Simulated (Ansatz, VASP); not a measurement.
**CO2: VASP beside Ansatz**

```
CELL_PARAMETERS angstrom
4.33500 0.00000 0.00000
0.00000 4.33500 0.00000
0.00000 0.00000 6.10200
ATOMIC_POSITIONS crystal
C 0.46000 0.46000 0.00000
C 0.04000 0.96000 0.25000
C 0.54000 0.54000 0.50000
C 0.96000 0.04000 0.75000
O 0.26200 0.21800 0.26000
O 0.28200 0.76200 0.51000
O 0.73800 0.78200 0.76000
O 0.71800 0.23800 0.01000
O 0.76200 0.28200 0.49000
O 0.78200 0.73800 0.24000
O 0.23800 0.71800 0.99000
O 0.21800 0.26200 0.74000
```

Alike in both runs: task relaxation of the atoms; functional PBE; k mesh 5 × 5 × 4; occupations fermi-dirac, width 0.02 eV; no spin polarisation.

|  | VASP | Ansatz |
| --- | --- | --- |
| version | VASP 6.6.1 | Ansatz 0.2.0 |
| potentials or method | VASP PAW PBE potentials, release 64 (C, O) | plane-wave PAW, scalar-relativistic |
| plane-wave cutoff (eV) | 520 | 420 |
| valence electrons in the cell | 64 | 64 |

```tsv
	VASP	Ansatz	Ansatz less VASP
gap on the k mesh at the Fermi level, each at its own relaxed structure (eV)	6.38	6.53	+0.145
```

Ansatz's warnings: stress scf threshold loose.
